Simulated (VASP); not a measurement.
A run of VASP 6.6.1:

INCAR

```
SYSTEM = Mn
ALGO = Normal
EDIFF = 1E-6
ENCUT = 520
GGA = RP
ISIF = 2
ISMEAR = -1
LASPH = .True.
LCHARG = .False.
LREAL = .False.
LWAVE = .False.
NBANDS = 20
NELM = 80
PREC = Accurate
SIGMA = 0.1
```

The input KPOINTS:

```
k-points
0
Gamma
  18 18 18
  0 0 0
```

POSCAR

```
Mn
1.0
    0.0000000000      2.4966387392      2.4966387392
    2.4966387392      0.0000000000      2.4966387392
    2.4966387392      2.4966387392      0.0000000000
Mn
2
Direct
    0.1250000000      0.1250000000      0.1250000000
    0.8750000000      0.8750000000      0.8750000000
```

Potentials or basis: VASP PAW PBE potentials, release 64 (Mn_pv).

Command:

```bash
$ cat potpaw_PBE.64/Mn_pv/POTCAR > POTCAR
$ mpirun -np 1 vasp_std > vasp.out
```

Hardware: 1 thread of Intel(R) Xeon(R) Platinum 8488C (Sapphire Rapids), on a shared host.

How long does it take, and how much memory?

Wall time 91 s on 1 thread of Intel(R) Xeon(R) Platinum 8488C (Sapphire Rapids), on a shared host, peak memory 0.22 GiB. Counts: scf iterations 13, k points 195.
